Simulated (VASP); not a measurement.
A run of VASP 6.6.1:

The input POSCAR:

```
Y
1.0
    0.0000000000      3.0353326546      3.0353326546
    3.0353326546      0.0000000000      3.0353326546
    3.0353326546      3.0353326546      0.0000000000
Y
2
Direct
    1.0000000000      1.0000000000      1.0000000000
    0.2500000000      0.2500000000      0.2500000000
```

INCAR.step1

```
PREC = Accurate
ENCUT = 550
ISMEAR = -1
SIGMA = 0.05
LREAL = False
LASPH = True
NELM = 120
NBANDS = 18
GGA = PE
ALGO = Normal
EDIFF = 1E-5
LWAVE = True
LCHARG = False
GGA_COMPAT = False
```

INCAR.step2

```
PREC = Accurate
ENCUT = 550
EDIFF = 1E-6
ISMEAR = -1
SIGMA = 0.05
LREAL = False
LASPH = True
NELM = 120
ALGO = Normal
ISIF = 2
LWAVE = False
LCHARG = False
METAGGA = R2SCAN
LMIXTAU = True
IVDW = 12
VDW_S6 = 1.0
VDW_S8 = 0.78981345
VDW_A1 = 0.49484001
VDW_A2 = 5.73083694
NBANDS = 18
ISTART = 1
GGA_COMPAT = False
```

KPOINTS

```
Automatic mesh
0
Gamma
  6 6 6
```

Potentials or basis: VASP PAW PBE potentials, release 64 (Y_sv).

Launch:

```bash
$ cat potpaw_PBE.64/Y_sv/POTCAR > POTCAR
$ cp INCAR.step1 INCAR
$ mpirun -np 1 vasp_std > vasp.out
$ cp INCAR.step2 INCAR
$ mpirun -np 1 vasp_std > vasp.out
```

Hardware: 1 thread of Intel(R) Xeon(R) 6975P-C (Granite Rapids), on a shared host.

Problem. Estimate the wall time of this run.

Solution. It took 46 s on 1 thread of Intel(R) Xeon(R) 6975P-C (Granite Rapids) (shared host), peak memory 0.23 GiB. Counts: k points 16.
